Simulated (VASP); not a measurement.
# Be16H (a cell with a defect) in VASP: a series of runs, part 2 of 2

VASP 6.6.1. The steps go on from the part before.

## 3. Single point, LDA

Contents of INCAR:

```
SYSTEM = Be16H
PREC     = Accurate       ! precision mode
ENCUT    = 520            ! plane-wave cutoff, eV
EDIFF    = 1E-6           ! SCF threshold, eV
ISMEAR   = -1             ! smearing method
SIGMA    = 0.05           ! smearing width, eV
LREAL    = Auto         
LASPH    = .TRUE.         ! aspherical terms in the spheres
NELM     = 100            ! most SCF steps
ALGO     = Normal         ! electronic algorithm
ISIF     = 2              ! what is computed and relaxed
LWAVE    = .FALSE.        ! write WAVECAR
LCHARG   = .FALSE.        ! write CHGCAR
NBANDS   = 30             ! bands
```

Contents of KPOINTS:

```
regular mesh
0
G
  5 6 4
  0 0 0
```

Contents of POSCAR:

```
Be16H
1.0
   -2.2900000000     -3.9663960000      0.0000000000
    3.4350000000     -1.9831980000      0.0000000000
    0.0000000000      0.0000000000      7.1768600000
Be H
16 1
Direct
    0.7478899176      0.4983306874     -0.0005220946
    0.4993126499      0.3307996996      0.2471784318
    0.7419019250      0.4943995366      0.4969503376
    0.4993594795      0.3301453299      0.7503738404
    0.4992900697      0.0014047335      0.0030089761
    0.2507032063      0.8337214970      0.2507706713
    0.4995824533      0.0015929602      0.5001405907
    0.2566538021      0.8372373237      0.7531299203
    0.2506655672      0.4981464771     -0.0006378834
   -0.0006278023      0.3363986413      0.2479694462
    0.2566402479      0.4948967009      0.4970521927
   -0.0006539214      0.3235212577      0.7531295023
   -0.0006718399     -0.0049264959      0.0020116040
    0.7479715235      0.8335021219      0.2506954295
   -0.0005185137      0.0078729560      0.4971427616
    0.7418119959      0.8376187687      0.7532398570
   -0.0006443986      0.6647933994      0.6244198716
```

Potentials or basis: VASP PAW LDA potentials, release 64 (Be, H).

Launch:

```
cat potpaw_LDA.64/Be/POTCAR potpaw_LDA.64/H/POTCAR > POTCAR
mpirun -np 1 vasp_std > vasp.out
```

OUTCAR:

```text
SYSTEM = Be16H
   PREC = Accurate
   ENCUT = 520
   EDIFF = 1E-6
   ISMEAR = -1
   LREAL = Auto
   LASPH = .TRUE.
   NELM = 100
   ISIF = 2

 ion  position               nearest neighbor table
   1  0.748  0.498  0.999-   2 2.21  10 2.22  12 2.22  16 2.22   4 2.22  14 2.24   5 2.28   9 2.28
                            13 2.28   5 2.30   9 2.30  13 2.30
   2  0.499  0.331  0.247-   5 2.19   3 2.21  11 2.21   1 2.21   9 2.21   7 2.24   6 2.28  14 2.28
                            10 2.29  10 2.29  14 2.30   6 2.30
   3  0.742  0.494  0.497-   2 2.21  14 2.22  11 2.22   4 2.23  10 2.23   7 2.25  15 2.26  12 2.29
                            16 2.29   7 2.30  15 2.35  11 2.36
   4  0.499  0.330  0.750-   7 2.22   9 2.22   1 2.22   3 2.23  11 2.23   5 2.23  16 2.25   8 2.25
                            12 2.29  12 2.29   8 2.30  16 2.30
   5  0.499  0.001  0.003-   2 2.19  16 2.21   8 2.21   6 2.21  14 2.21   4 2.23   9 2.28   1 2.28
                            13 2.29  13 2.29   1 2.30   9 2.30
   6  0.251  0.834  0.251-   5 2.21  13 2.22  15 2.22  11 2.22   7 2.22   9 2.24   2 2.28  14 2.28
                            10 2.28   2 2.30  10 2.30  14 2.30
   7  0.500  0.002  0.500-   4 2.22  14 2.22   6 2.22  16 2.23   8 2.23   2 2.24   3 2.25  11 2.25
                            15 2.29  15 2.29  11 2.30   3 2.30
   8  0.257  0.837  0.753-   5 2.21   9 2.22  16 2.22   7 2.23  13 2.23   4 2.25  12 2.26  15 2.28
                            11 2.29   4 2.30  12 2.35  16 2.36
   9  0.251  0.498  0.999-   2 2.21  10 2.22  12 2.22   8 2.22   4 2.22   6 2.24   5 2.28   1 2.28
                            13 2.28   5 2.30   1 2.30  13 2.30
  10  0.999  0.336  0.248-  15 2.21   1 2.22   9 2.22  13 2.22   3 2.23  11 2.23  14 2.28   6 2.28
                             2 2.29   2 2.29   6 2.30  14 2.30
  11  0.257  0.495  0.497-  17 1.64   2 2.21   6 2.22   3 2.22   4 2.23  10 2.23   7 2.25  15 2.26
                             8 2.29  12 2.29   7 2.30  15 2.35   3 2.36
  12  0.999  0.324  0.753-  13 2.21   9 2.22   1 2.22  15 2.22  16 2.26   8 2.26  11 2.29   3 2.29
                             4 2.29   4 2.29   8 2.35  16 2.36
  13  0.999  0.995  0.002-  12 2.21  14 2.22   6 2.22  10 2.22  16 2.23   8 2.23   1 2.28   9 2.28
                             5 2.29   5 2.29   9 2.30   1 2.30
  14  0.748  0.834  0.251-   5 2.21  13 2.22   3 2.22  15 2.22   7 2.22   1 2.24   6 2.28   2 2.28
                            10 2.28   2 2.30   6 2.30  10 2.30
  15  0.999  0.008  0.497-  10 2.21   6 2.22  14 2.22  12 2.22   3 2.26  11 2.26   8 2.28  16 2.29
                             7 2.29   7 2.29  11 2.35   3 2.35
  16  0.742  0.838  0.753-   5 2.21   1 2.22   8 2.22   7 2.23  13 2.23   4 2.25  12 2.26  15 2.29
[... 210 lines left out ...]
 Free energy of the ion-electron system (eV)
  ---------------------------------------------------
  ext. energy  EPLUGINS =         0.00000000
  ---------------------------------------------------
  free energy    TOTEN  =       -69.02711017 eV

  energy without entropy =      -69.01448982  energy(sigma->0) =      -69.02080000

 E-fermi :   7.1794     XC(G=0): -10.6034

 val. band max:        7.1336176420   @ k =  -0.4000   0.3333   0.0000
 cond. band min:       7.2122468264   @ k =   0.0000   0.0000   0.0000
 fundamental gap:      0.0786291844
 Fermi energy:         7.1793654609

 k-point     1 :       0.0000    0.0000    0.0000
  band No.  band energies     occupation
      1      -5.3230      2.00000
      2      -3.1577      2.00000
      3      -2.3093      2.00000
      4      -0.3776      2.00000
      5       0.7860      2.00000
      6       1.3459      2.00000
[... 733 lines left out ...]
     27      11.7148      0.00000
     28      12.0293      0.00000

 [... further k-points ...]

 [bands above 28 left out]

------------------------ aborting loop because EDIFF is reached ----------------------------------------

  FORCE on cell =-STRESS in cart. coord.  units (eV):
  Direction    XX          YY          ZZ          XY          YZ          ZX
  --------------------------------------------------------------------------------------
  -------------------------------------------------------------------------------------
  Total       -3.7821424     -3.7416568     -5.7245899      0.0379986      0.0004137      0.0009897
  in kB      -46.4785356    -45.9810108    -70.3491642      0.4669632      0.0050839      0.0121629
  external PRESSURE =     -54.2695702 kB  Pullay stress =       0.0000000 kB

 VOLUME and BASIS-vectors are now :
 -----------------------------------------------------------------------------
  energy-cutoff  :      520.00
  volume of cell :      130.38
      direct lattice vectors                 reciprocal lattice vectors
    -2.290000000 -3.966396000  0.000000000    -0.109170306 -0.189088533  0.000000000
     3.435000000 -1.983198000  0.000000000     0.218340611 -0.126059022  0.000000000
     0.000000000  0.000000000  7.176860000     0.000000000  0.000000000  0.139336702

 POSITION                                       TOTAL-FORCE (eV/Angst)
 -----------------------------------------------------------------------------------
     -0.00090     -3.95472      7.17311        -0.002543     -0.002245     -0.005138
     -0.00713     -2.63651      1.77397        -0.007056      0.004582     -0.000745
     -0.00069     -3.92317      3.56654         0.006182     -0.005885      0.004397
     -0.00948     -2.63540      5.38533         0.001151      0.002054     -0.002908
     -1.13855     -1.98317      0.02160         0.000551     -0.000773      0.004888
      2.28972     -2.64782      1.79975        -0.003279      0.002401     -0.004852
[... 9 lines left out ...]
      1.17847     -4.60348      5.40590        -0.010285      0.001348     -0.003901
     -0.00496     -5.28226      4.48137         0.003997      0.000662      0.012687
 -----------------------------------------------------------------------------------
    total drift:                               -0.000947      0.000232      0.000463

  FREE ENERGIE OF THE ION-ELECTRON SYSTEM (eV)
  ---------------------------------------------------
  free  energy   TOTEN  =       -69.0271101704 eV

  energy  without entropy=      -69.0144898229  energy(sigma->0) =      -69.02080000
```

stdout:

```text
POSCAR found type information on POSCAR BeH
 POSCAR found :  2 types and      17 ions
 scaLAPACK will be used
 LDA part: xc-table for (Slater(with rela. corr.)+CA(PZ))
 , standard interpolation
 POSCAR, INCAR and KPOINTS ok, starting setup
 FFT: planning ... GRIDC
 FFT: planning ... GRID_SOFT
 FFT: planning ... GRID
 WAVECAR not read
 entering main loop
```

It took 7.4 min on 1 thread of Intel Xeon Platinum 8259CL at 2.50GHz (Skylake/Cascade Lake), shared host; peak memory 0.28 GiB.

What came out:

- Free energy: -69.0271 eV
- Pressure: -5.4 GPa
- Largest force: 0.015 eV/Å

Forces in eV/Å, atoms in the order of the input:
```
Be  -0.003 -0.002 -0.005
Be  -0.007  0.005 -0.001
Be   0.006 -0.006  0.004
Be   0.001  0.002 -0.003
Be   0.001 -0.001  0.005
Be  -0.003  0.002 -0.005
Be   0.008  0.005 -0.011
Be   0.001 -0.005  0.004
Be   0.004 -0.002  0.005
Be   0.000  0.002  0.003
Be  -0.008 -0.001 -0.004
Be  -0.005  0.004 -0.004
Be   0.003 -0.001  0.006
Be   0.001 -0.003  0.003
Be   0.006 -0.001 -0.005
Be  -0.010  0.001 -0.004
H    0.004  0.001  0.013
```

Stress tensor (GPa, compression positive):
```
-4.65  0.05  0.00
 0.05 -4.60  0.00
 0.00  0.00 -7.03
```
